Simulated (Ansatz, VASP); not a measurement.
**Two plane-wave programs on BAs**

The input INCAR:

```
ALGO = Normal
EDIFF = 1E-6
ENCUT = 500
GGA = PE
GGA_COMPAT = F
ISIF = 2
ISMEAR = -1
LASPH = T
LCHARG = F
LREAL = F
LWAVE = F
NBANDS = 11
NELM = 120
PREC = Accurate
SIGMA = 0.05
```

Contents of KPOINTS:

```
k-points
0
Gamma
  8 8 8
```

POSCAR

```
BAs
1.0
    3.2358670400      0.0000000000      0.0000000000
    0.0000000000      3.2358670400      0.0000000000
    0.0000000000      0.0000000000      3.2358670400
B As
1 1
Direct
    0.0000000000      0.0000000000      0.0000000000
    0.5000000000      0.5000000000      0.5000000000
```

File input.yaml:

```yaml
crystal:
  lattice:
    - [3.23586704, 0.0, 0.0]
    - [0.0, 3.23586704, 0.0]
    - [0.0, 0.0, 3.23586704]
  atoms:
    - { symbol: B, position: [0.0, 0.0, 0.0] }
    - { symbol: As, position: [0.5, 0.5, 0.5] }
hamiltonian:
  xc: pbe
  pseudopotentials: { kind: paw }
kpoints:
  mp_grid: { grid: [8, 8, 8] }
scf:
  occupations: { method: fermi_dirac, width: 0.05 }
output:
  forces: true
  stress: true
  eigenvalues: true
  write_density: true
  write_potential: true
  elf: true
  volumetric_format: npy
```

Change from the starting cell: as made, not relaxed: species swapped into the NdIn type (Pm-3m, No. 221).

Alike in both runs: task single point; functional PBE; k mesh 8 × 8 × 8; occupations fermi-dirac, width 0.05 eV; no spin polarisation.

```csv
,VASP,Ansatz
version,VASP 6.6.1,Ansatz 0.2.0
potentials or method,"VASP PAW PBE potentials, release 64 (B, As)",Ansatz PAW
plane-wave cutoff (eV),500,420
valence electrons in the cell,8,18
```

|  | VASP | Ansatz | Ansatz less VASP |
| --- | --- | --- | --- |
| gap on the k mesh at the Fermi level (eV) | none | none | - |
| pressure (GPa) | -14.8 | -14.8 | +0.01 |

A gap of «none» marks a metal or a gap that the smearing closes. With one functional, cell and mesh, what is left measures potentials, basis and numerics. VASP's potentials hold 8 valence electrons a cell and Ansatz's 18, so a difference there can come from the potentials and not from the codes.
